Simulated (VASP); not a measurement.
## ZnCu2SnS4: single point with PBE

ZnCu2SnS4:

```
Zn Cu Sn S
1.0
    -2.73551    2.73551    5.46181
     2.73551   -2.73551    5.46181
     2.73551    2.73551   -5.46181
Zn Cu Sn S
1 2 1 4
Direct
  0.25000 0.75000 0.50000
  0.00000 0.00000 0.00000
  0.75000 0.25000 0.50000
  0.50000 0.50000 0.00000
  0.37110 0.89560 0.00794
  0.10440 0.11234 0.47550
  0.88766 0.36316 0.99206
  0.63684 0.62890 0.52450
```

```
Program             : VASP 6.6.1
Task                : single point
Functional          : PBE
Potentials or basis : VASP PAW PBE potentials, release 64 (Zn, Cu, Sn_d, S)
Cutoff              : 520 eV
k mesh              : 6 × 6 × 6
Occupations         : fermi-dirac, width 0.02 eV
Spin                : no spin polarisation
```

| Item | Value |
| --- | --- |
| Pressure | 0.1 GPa |
| Largest force | 0.034 eV/Å |
| Band gap on the k mesh | 0.07 eV |

Forces on the atoms (eV/Å):
```
Zn   0.000  0.000  0.000
Cu   0.000  0.000  0.000
Cu   0.000  0.000  0.000
Sn   0.000  0.000  0.000
S   -0.027  0.015 -0.014
S    0.015  0.027  0.014
S    0.027 -0.015 -0.014
S   -0.015 -0.027  0.014
```

Levels at points of the mesh, in eV from the valence-band top:
```
           k point  band 33  band 34  band 35  band 36  band 37  band 38  band 39  band 40
(0.00, 0.00, 0.00)    -1.43    -0.06    -0.06     0.00     0.07     1.96     2.67     3.64
(0.50, 0.00, 0.00)    -1.16    -1.09    -1.00    -0.49     1.44     3.04     3.23     4.02
(0.50, 0.50, 0.00)    -0.80    -0.70    -0.50    -0.39     0.49     2.24     3.05     3.98
(0.50, 0.50, 0.50)    -1.11    -1.10    -0.84    -0.84     1.16     2.01     2.01     2.31
```

Wall time 11 min on 1 thread of Intel(R) Xeon(R) Platinum 8259CL CPU @ 2.50GHz (Skylake/Cascade Lake), on a shared host, peak memory 0.51 GiB.

Caveat: semilocal functionals underestimate gaps, and a narrow one can read as zero; spin-orbit coupling is left out, which moves the levels of the heavy elements. A k mesh can miss the band edges.
